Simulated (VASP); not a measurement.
# SrMg (Pm-3m) in VASP: a series of runs, part 2 of 2

VASP 6.6.1. Earlier steps stand in the parts before.

### Step 4. Electric field gradients, LDA (25.21 Å³/atom)

This run uses another cell than the first one, of 25.21 Å³/atom.

INCAR

```
SYSTEM = SrMg
ALGO = Normal
EDIFF = 1E-8
ENCUT = 520
ISIF = 2
ISMEAR = -1
LASPH = .True.
LCHARG = .False.
LEFG = .True.
LREAL = .False.
LWAVE = .False.
NBANDS = 13
NELM = 100
PREC = Accurate
SIGMA = 0.05
```

KPOINTS

```
k-points
0
Gamma
  9 9 9
  0 0 0
```

POSCAR

```
SrMg
1.0
    3.6943461250      0.0000000000      0.0000000000
    0.0000000000      3.6943461250      0.0000000000
    0.0000000000      0.0000000000      3.6943461250
Sr Mg
1 1
Direct
    0.5000000000      0.5000000000      0.5000000000
    0.0000000000      0.0000000000      0.0000000000
```

Potentials or basis: VASP PAW LDA potentials, release 64 (Sr_sv, Mg).

On the command line:

```sh
$ cat potpaw_LDA.64/Sr_sv/POTCAR potpaw_LDA.64/Mg/POTCAR > POTCAR
$ mpirun -np 1 vasp_std > vasp.out
```

OUTCAR:

```text
SYSTEM = SrMg
   EDIFF = 1E-8
   ENCUT = 520
   ISIF = 2
   ISMEAR = -1
   LASPH = .True.
   LREAL = .False.
   NELM = 100
   PREC = Accurate

 ion  position               nearest neighbor table
   1  0.500  0.500  0.500-   2 3.20   2 3.20   2 3.20   2 3.20   2 3.20   2 3.20   2 3.20   2 3.20

   2  0.000  0.000  0.000-   1 3.20   1 3.20   1 3.20   1 3.20   1 3.20   1 3.20   1 3.20   1 3.20

  LATTYP: Found a simple cubic cell.
 ALAT       =     3.6943461250

  Lattice vectors:

 A1 = (   3.6943461250,   0.0000000000,   0.0000000000)
 A2 = (   0.0000000000,   3.6943461250,   0.0000000000)
 A3 = (   0.0000000000,   0.0000000000,   3.6943461250)

Analysis of symmetry for initial positions (statically):
=====================================================================
 Subroutine PRICEL returns:
 Original cell was already a primitive cell.

 Routine SETGRP: Setting up the symmetry group for a
 simple cubic supercell.

 Subroutine GETGRP returns: Found 48 space group operations
 (whereof 48 operations were pure point group operations)
 out of a pool of 48 trial point group operations.

The static configuration has the point symmetry O_h .

Analysis of symmetry for dynamics (positions and initial velocities):
=====================================================================
 Subroutine PRICEL returns:
 Original cell was already a primitive cell.

 Routine SETGRP: Setting up the symmetry group for a
 simple cubic supercell.

 Subroutine GETGRP returns: Found 48 space group operations
 (whereof 48 operations were pure point group operations)
[... 529 lines left out ...]
      3     -14.0471      2.00000
      4     -13.7120      2.00000
      5       0.8433      2.00000
      6       2.6178      2.00000
      7       3.8812      0.00009
      8       5.2191      0.00000
      9       6.6918      0.00000
     10       7.0582      0.00000
     11      10.3502      0.00000
     12      10.6282      0.00000
     13      11.1760      0.00000

 [... further k-points ...]

------------------------ aborting loop because EDIFF is reached ----------------------------------------

  FORCE on cell =-STRESS in cart. coord.  units (eV):
  Direction    XX          YY          ZZ          XY          YZ          ZX
  --------------------------------------------------------------------------------------
  -------------------------------------------------------------------------------------
  Total        3.4165161      3.4165161      3.4165161      0.0000000      0.0000000      0.0000000
  in kB      108.5628663    108.5628663    108.5628663      0.0000000      0.0000000      0.0000000
  external PRESSURE =     108.5628663 kB  Pullay stress =       0.0000000 kB

 VOLUME and BASIS-vectors are now :
 -----------------------------------------------------------------------------
  energy-cutoff  :      520.00
  volume of cell :       50.42
      direct lattice vectors                 reciprocal lattice vectors
     3.694346125  0.000000000  0.000000000     0.270683895  0.000000000  0.000000000
     0.000000000  3.694346125  0.000000000     0.000000000  0.270683895  0.000000000
     0.000000000  0.000000000  3.694346125     0.000000000  0.000000000  0.270683895

 POSITION                                       TOTAL-FORCE (eV/Angst)
 -----------------------------------------------------------------------------------
      1.84717      1.84717      1.84717         0.000000      0.000000      0.000000
      0.00000      0.00000      0.00000         0.000000      0.000000      0.000000
 -----------------------------------------------------------------------------------
    total drift:                                0.000000      0.000000      0.000000

  FREE ENERGIE OF THE ION-ELECTRON SYSTEM (eV)
  ---------------------------------------------------
  free  energy   TOTEN  =        -3.4791534996 eV

  energy  without entropy=       -3.4697913421  energy(sigma->0) =       -3.47447242

 Electric field gradients (V/A^2)
---------------------------------------------------------------------
 ion       V_xx      V_yy      V_zz      V_xy      V_xz      V_yz
---------------------------------------------------------------------
   1       0.000    -0.000     0.000     0.000     0.000     0.000
   2      -0.000    -0.000    -0.000     0.000    -0.000     0.000
---------------------------------------------------------------------

 Electric field gradients after diagonalization (V/A^2)
 (convention: |V_zz| > |V_xx| > |V_yy|)
----------------------------------------------------------------------
 ion       V_xx      V_yy      V_zz     asymmetry (V_yy - V_xx)/ V_zz
----------------------------------------------------------------------
   1       0.000     0.000    -0.000       0.589
   2      -0.000    -0.000    -0.000      -0.155
----------------------------------------------------------------------

           NMR quadrupolar parameters

 Cq : quadrupolar parameter    Cq=e*Q*V_zz/h
 eta: asymmetry parameters     (V_yy - V_xx)/ V_zz
 Q  : nuclear electric quadrupole moment in mb (millibarn)
----------------------------------------------------------------------
 ion       Cq(MHz)       eta       Q (mb)
----------------------------------------------------------------------
   1      -0.000       0.589       1.000
   2      -0.000      -0.155       1.000
----------------------------------------------------------------------
```

Wall time 30 s (1 thread of Intel Xeon 8259CL, shared host); peak memory 0.15 GiB.

What came out:

- Free energy: -3.4792 eV
- Pressure: 10.9 GPa
- Band gap on the k mesh: zero (bands 6 and 7 overlap by 1.51 eV)
- Largest electric field gradient by atom: under 0.05 V/Å² on every atom

Caveat: the cell stands under pressure.

### Step 5. Electric field gradients, LDA (29.66 Å³/atom)

This run uses another cell than the first one, of 29.66 Å³/atom.

INCAR

```
PREC     = Accurate       # precision mode
ENCUT    = 520            # plane-wave cutoff, eV
EDIFF    = 1E-8           # SCF threshold, eV
ISMEAR   = -1             # smearing method
SIGMA    = 0.05           # smearing width, eV
LREAL    = F              # projectors in reciprocal space
LASPH    = T              # aspherical terms in the spheres
NELM     = 80             # most SCF steps
ALGO     = Normal         # electronic algorithm
ISIF     = 2              # what is computed and relaxed
LWAVE    = F              # write WAVECAR
LCHARG   = F              # write CHGCAR
LEFG     = T            
NBANDS   = 13             # bands
```

KPOINTS

```
Automatic mesh
0
Gamma
  9 9 9
```

POSCAR

```
SrMg
1.0
    3.9000000000      0.0000000000      0.0000000000
    0.0000000000      3.9000000000      0.0000000000
    0.0000000000      0.0000000000      3.9000000000
Sr Mg
1 1
Direct
    0.5000000000      0.5000000000      0.5000000000
    0.0000000000      0.0000000000      0.0000000000
```

Potentials or basis: VASP PAW LDA potentials, release 64 (Sr_sv, Mg).

On the command line:

```sh
$ cat potpaw_LDA.64/Sr_sv/POTCAR potpaw_LDA.64/Mg/POTCAR > POTCAR
$ mpirun -np 1 vasp_std > vasp.out
```

OUTCAR:

```text
PREC = Accurate
   ENCUT = 520
   EDIFF = 1E-8
   ISMEAR = -1
   LREAL = F
   LASPH = T
   NELM = 80
   ISIF = 2

 ion  position               nearest neighbor table
   1  0.500  0.500  0.500-   2 3.38   2 3.38   2 3.38   2 3.38   2 3.38   2 3.38   2 3.38   2 3.38

   2  0.000  0.000  0.000-   1 3.38   1 3.38   1 3.38   1 3.38   1 3.38   1 3.38   1 3.38   1 3.38

  LATTYP: Found a simple cubic cell.
 ALAT       =     3.9000000000

  Lattice vectors:

 A1 = (   3.9000000000,   0.0000000000,   0.0000000000)
 A2 = (   0.0000000000,   3.9000000000,   0.0000000000)
 A3 = (   0.0000000000,   0.0000000000,   3.9000000000)

Analysis of symmetry for initial positions (statically):
=====================================================================
 Subroutine PRICEL returns:
 Original cell was already a primitive cell.

 Routine SETGRP: Setting up the symmetry group for a
 simple cubic supercell.

 Subroutine GETGRP returns: Found 48 space group operations
 (whereof 48 operations were pure point group operations)
 out of a pool of 48 trial point group operations.

The static configuration has the point symmetry O_h .

Analysis of symmetry for dynamics (positions and initial velocities):
=====================================================================
 Subroutine PRICEL returns:
 Original cell was already a primitive cell.

 Routine SETGRP: Setting up the symmetry group for a
 simple cubic supercell.

 Subroutine GETGRP returns: Found 48 space group operations
 (whereof 48 operations were pure point group operations)
[... 529 lines left out ...]
      3     -15.0240      2.00000
      4     -14.8249      2.00000
      5       0.1433      2.00000
      6       1.7538      2.00000
      7       2.9745      0.00161
      8       4.2572      0.00000
      9       5.5621      0.00000
     10       5.9749      0.00000
     11       8.5939      0.00000
     12       9.0192      0.00000
     13       9.3520      0.00000

 [... further k-points ...]

------------------------ aborting loop because EDIFF is reached ----------------------------------------

  FORCE on cell =-STRESS in cart. coord.  units (eV):
  Direction    XX          YY          ZZ          XY          YZ          ZX
  --------------------------------------------------------------------------------------
  -------------------------------------------------------------------------------------
  Total        1.2145393      1.2145393      1.2145393     -0.0000000      0.0000000     -0.0000000
  in kB       32.8041145     32.8041145     32.8041145     -0.0000000      0.0000000     -0.0000000
  external PRESSURE =      32.8041145 kB  Pullay stress =       0.0000000 kB

 VOLUME and BASIS-vectors are now :
 -----------------------------------------------------------------------------
  energy-cutoff  :      520.00
  volume of cell :       59.32
      direct lattice vectors                 reciprocal lattice vectors
     3.900000000  0.000000000  0.000000000     0.256410256  0.000000000  0.000000000
     0.000000000  3.900000000  0.000000000     0.000000000  0.256410256  0.000000000
     0.000000000  0.000000000  3.900000000     0.000000000  0.000000000  0.256410256

 POSITION                                       TOTAL-FORCE (eV/Angst)
 -----------------------------------------------------------------------------------
      1.95000      1.95000      1.95000         0.000000      0.000000      0.000000
      0.00000      0.00000      0.00000         0.000000      0.000000      0.000000
 -----------------------------------------------------------------------------------
    total drift:                                0.000000      0.000000      0.000000

  FREE ENERGIE OF THE ION-ELECTRON SYSTEM (eV)
  ---------------------------------------------------
  free  energy   TOTEN  =        -3.8488240219 eV

  energy  without entropy=       -3.8371257593  energy(sigma->0) =       -3.84297489

 Electric field gradients (V/A^2)
---------------------------------------------------------------------
 ion       V_xx      V_yy      V_zz      V_xy      V_xz      V_yz
---------------------------------------------------------------------
   1       0.000     0.000    -0.000    -0.000    -0.000    -0.000
   2       0.000     0.000     0.000    -0.000    -0.000     0.000
---------------------------------------------------------------------

 Electric field gradients after diagonalization (V/A^2)
 (convention: |V_zz| > |V_xx| > |V_yy|)
----------------------------------------------------------------------
 ion       V_xx      V_yy      V_zz     asymmetry (V_yy - V_xx)/ V_zz
----------------------------------------------------------------------
   1       0.000    -0.000     0.000      -1.377
   2       0.000     0.000     0.000      -0.130
----------------------------------------------------------------------

           NMR quadrupolar parameters

 Cq : quadrupolar parameter    Cq=e*Q*V_zz/h
 eta: asymmetry parameters     (V_yy - V_xx)/ V_zz
 Q  : nuclear electric quadrupole moment in mb (millibarn)
----------------------------------------------------------------------
 ion       Cq(MHz)       eta       Q (mb)
----------------------------------------------------------------------
   1       0.000      -1.377       1.000
   2       0.000      -0.130       1.000
----------------------------------------------------------------------
```

Wall time 40 s (1 thread of Intel Xeon 8259CL, shared host); peak memory 0.17 GiB.

Results:

```
Free energy                             : -3.8488 eV
Pressure                                : 3.3 GPa
Band gap on the k mesh                  : zero (bands 6 and 7 overlap by 1.38 eV)
Largest electric field gradient by atom : under 0.05 V/Å² on every atom
```

Caveat: the cell stands under pressure.

### Step 6. Electric field gradients, LDA

This run uses another cell than the first one, of 29.66 Å³/atom.

INCAR

```
PREC = Accurate
ENCUT = 520
EDIFF = 1E-8
ISMEAR = -5
SIGMA = 0.1
LREAL = F
LASPH = T
NELM = 60
ALGO = Normal
ISIF = 2
LWAVE = F
LCHARG = F
LEFG = T
NBANDS = 13
```

KPOINTS

```
regular mesh
0
Gamma
  9 9 9
```

POSCAR is that of step 5.

Potentials or basis: VASP PAW LDA potentials, release 64 (Sr_sv, Mg).

On the command line:

```sh
$ cat potpaw_LDA.64/Sr_sv/POTCAR potpaw_LDA.64/Mg/POTCAR > POTCAR
$ mpirun -np 1 vasp_std > vasp.out
```

OUTCAR:

```text
PREC = Accurate
   ENCUT = 520
   EDIFF = 1E-8
   ISMEAR = -5
   LREAL = F
   LASPH = T
   NELM = 60
   ISIF = 2

 ion  position               nearest neighbor table
   1  0.500  0.500  0.500-   2 3.38   2 3.38   2 3.38   2 3.38   2 3.38   2 3.38   2 3.38   2 3.38

   2  0.000  0.000  0.000-   1 3.38   1 3.38   1 3.38   1 3.38   1 3.38   1 3.38   1 3.38   1 3.38

  LATTYP: Found a simple cubic cell.
 ALAT       =     3.9000000000

  Lattice vectors:

 A1 = (   3.9000000000,   0.0000000000,   0.0000000000)
 A2 = (   0.0000000000,   3.9000000000,   0.0000000000)
 A3 = (   0.0000000000,   0.0000000000,   3.9000000000)

Analysis of symmetry for initial positions (statically):
=====================================================================
 Subroutine PRICEL returns:
 Original cell was already a primitive cell.

 Routine SETGRP: Setting up the symmetry group for a
 simple cubic supercell.

 Subroutine GETGRP returns: Found 48 space group operations
 (whereof 48 operations were pure point group operations)
 out of a pool of 48 trial point group operations.

The static configuration has the point symmetry O_h .

Analysis of symmetry for dynamics (positions and initial velocities):
=====================================================================
 Subroutine PRICEL returns:
 Original cell was already a primitive cell.

 Routine SETGRP: Setting up the symmetry group for a
 simple cubic supercell.

 Subroutine GETGRP returns: Found 48 space group operations
 (whereof 48 operations were pure point group operations)
[... 532 lines left out ...]
      3     -15.0176      2.00000
      4     -14.8182      2.00000
      5       0.1412      2.00000
      6       1.7532      2.00000
      7       2.9737     -0.04701
      8       4.2583      0.00000
      9       5.5635      0.00000
     10       5.9774      0.00000
     11       8.5922      0.00000
     12       9.0227      0.00000
     13       9.3546      0.00000

 [... further k-points ...]

------------------------ aborting loop because EDIFF is reached ----------------------------------------

  FORCE on cell =-STRESS in cart. coord.  units (eV):
  Direction    XX          YY          ZZ          XY          YZ          ZX
  --------------------------------------------------------------------------------------
  -------------------------------------------------------------------------------------
  Total        1.2161326      1.2161326      1.2161326      0.0000000      0.0000000     -0.0000000
  in kB       32.8471496     32.8471496     32.8471496      0.0000000      0.0000000     -0.0000000
  external PRESSURE =      32.8471496 kB  Pullay stress =       0.0000000 kB

 VOLUME and BASIS-vectors are now :
 -----------------------------------------------------------------------------
  energy-cutoff  :      520.00
  volume of cell :       59.32
      direct lattice vectors                 reciprocal lattice vectors
     3.900000000  0.000000000  0.000000000     0.256410256  0.000000000  0.000000000
     0.000000000  3.900000000  0.000000000     0.000000000  0.256410256  0.000000000
     0.000000000  0.000000000  3.900000000     0.000000000  0.000000000  0.256410256

 POSITION                                       TOTAL-FORCE (eV/Angst)
 -----------------------------------------------------------------------------------
      1.95000      1.95000      1.95000         0.000000      0.000000      0.000000
      0.00000      0.00000      0.00000         0.000000      0.000000      0.000000
 -----------------------------------------------------------------------------------
    total drift:                                0.000000      0.000000      0.000000

  FREE ENERGIE OF THE ION-ELECTRON SYSTEM (eV)
  ---------------------------------------------------
  free  energy   TOTEN  =        -3.8430429187 eV

  energy  without entropy=       -3.8430429187  energy(sigma->0) =       -3.84304292

 Electric field gradients (V/A^2)
---------------------------------------------------------------------
 ion       V_xx      V_yy      V_zz      V_xy      V_xz      V_yz
---------------------------------------------------------------------
   1       0.000     0.000     0.000    -0.000    -0.000    -0.000
   2      -0.000    -0.000     0.000     0.000     0.000    -0.000
---------------------------------------------------------------------

 Electric field gradients after diagonalization (V/A^2)
 (convention: |V_zz| > |V_xx| > |V_yy|)
----------------------------------------------------------------------
 ion       V_xx      V_yy      V_zz     asymmetry (V_yy - V_xx)/ V_zz
----------------------------------------------------------------------
   1       0.000     0.000     0.000      -0.309
   2      -0.000    -0.000     0.000       0.039
----------------------------------------------------------------------

           NMR quadrupolar parameters

 Cq : quadrupolar parameter    Cq=e*Q*V_zz/h
 eta: asymmetry parameters     (V_yy - V_xx)/ V_zz
 Q  : nuclear electric quadrupole moment in mb (millibarn)
----------------------------------------------------------------------
 ion       Cq(MHz)       eta       Q (mb)
----------------------------------------------------------------------
   1       0.000      -0.309       1.000
   2       0.000       0.039       1.000
----------------------------------------------------------------------
```

OSZICAR:

```text
N       E                     dE             d eps       ncg     rms          rms(c)
DAV:   1     0.467864134955E+02    0.46786E+02   -0.56454E+03   934   0.772E+02
DAV:   2    -0.100928925126E+01   -0.47796E+02   -0.46592E+02  1186   0.168E+02
DAV:   3    -0.378168313510E+01   -0.27724E+01   -0.27573E+01  1503   0.313E+01
DAV:   4    -0.387716532383E+01   -0.95482E-01   -0.95498E-01  1150   0.421E+00
DAV:   5    -0.387873117270E+01   -0.15658E-02   -0.15672E-02  1319   0.472E-01    0.180E+01
DAV:   6    -0.385499503440E+01    0.23736E-01   -0.16802E-02  1058   0.107E+00    0.101E+01
DAV:   7    -0.384338801940E+01    0.11607E-01   -0.24055E-02  1105   0.127E+00    0.397E-01
DAV:   8    -0.384302875148E+01    0.35927E-03   -0.21295E-03  1472   0.263E-01    0.779E-02
DAV:   9    -0.384304013470E+01   -0.11383E-04   -0.24186E-05  1150   0.357E-02    0.405E-02
DAV:  10    -0.384304112462E+01   -0.98992E-06   -0.97354E-06  1437   0.238E-02    0.352E-02
DAV:  11    -0.384304229015E+01   -0.11655E-05   -0.70098E-07  1100   0.571E-03    0.153E-03
DAV:  12    -0.384304281486E+01   -0.52471E-06   -0.15559E-07  1427   0.135E-03    0.601E-04
DAV:  13    -0.384304292689E+01   -0.11203E-06   -0.66421E-09   812   0.513E-04    0.521E-04
DAV:  14    -0.384304291868E+01    0.82023E-08   -0.22276E-09   545   0.244E-04
   1 F= -.38430429E+01 E0= -.38430429E+01  d E =0.000000E+00
```

Run time: 40 s. Hardware: 1 thread of Intel Xeon 8259CL, shared host; peak memory 0.17 GiB.

What came out:

| Item | Value |
| --- | --- |
| Free energy | -3.8430 eV |
| Pressure | 3.3 GPa |
| Band gap on the k mesh | zero (bands 6 and 7 overlap by 1.38 eV) |
| Largest electric field gradient by atom | under 0.05 V/Å² on every atom |

Caveat: the cell stands under pressure; tetrahedron occupations give inexact forces and stress in metals.

### Step 7. Summary

```tsv
cell	smearing	gap on the mesh (eV)	pressure (GPa)
a = 3.289 Å, 2 atoms	fermi-dirac 0.05 eV	none	44.0
a = 3.463 Å, 2 atoms	fermi-dirac 0.05 eV	none	25.9
a = 3.694 Å, 2 atoms	fermi-dirac 0.05 eV	none	10.9
a = 3.900 Å, 2 atoms	fermi-dirac 0.05 eV	none	3.3
a = 3.900 Å, 2 atoms	tetrahedron	none	3.3
```

Alike in all rows: task electric field gradients; level LDA; potentials or basis VASP PAW LDA potentials, release 64 (Sr_sv, Mg); no spin polarisation; k mesh 9 × 9 × 9; cutoff (eV) 520.

Caveats: the cell stands under pressure; tetrahedron occupations give inexact forces and stress in metals (at least some runs).

Absolute energies hang on the potentials; compare differences alone.
